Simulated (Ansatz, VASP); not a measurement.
Two plane-wave programs on SiC

```
CELL_PARAMETERS angstrom
3.07534 0.00000 0.00000
-1.53767 2.66332 0.00000
0.00000 0.00000 5.04822
ATOMIC_POSITIONS crystal
Si 0.33333 0.66667 0.00460
Si 0.66667 0.33333 0.50460
C 0.33333 0.66667 0.38040
C 0.66667 0.33333 0.88040
```

Change from the starting cell: unstrained.

Alike in both runs: task single point; functional r2SCAN; k mesh 8 × 8 × 6; no spin polarisation.

```csv
,VASP,Ansatz
version,VASP 6.6.1,Ansatz 0.2.0
potentials or method,"VASP PAW PBE potentials, release 64 (Si, C)","PAW with Ansatz's default frozen-core files, scalar-relativistic"
plane-wave cutoff (eV),520,500
occupations,"gaussian, width 0.01 eV",fixed
valence electrons in the cell,16,16
```

Ansatz gave:

- gap on the k mesh at the Fermi level (eV): 2.91
- pressure (GPa): 0.0

**Question.** Which values does VASP return?

**Answer.** gap on the k mesh at the Fermi level (eV): 2.92; pressure (GPa): -0.2.

VASP's potentials were made for PBE, not for r2SCAN.
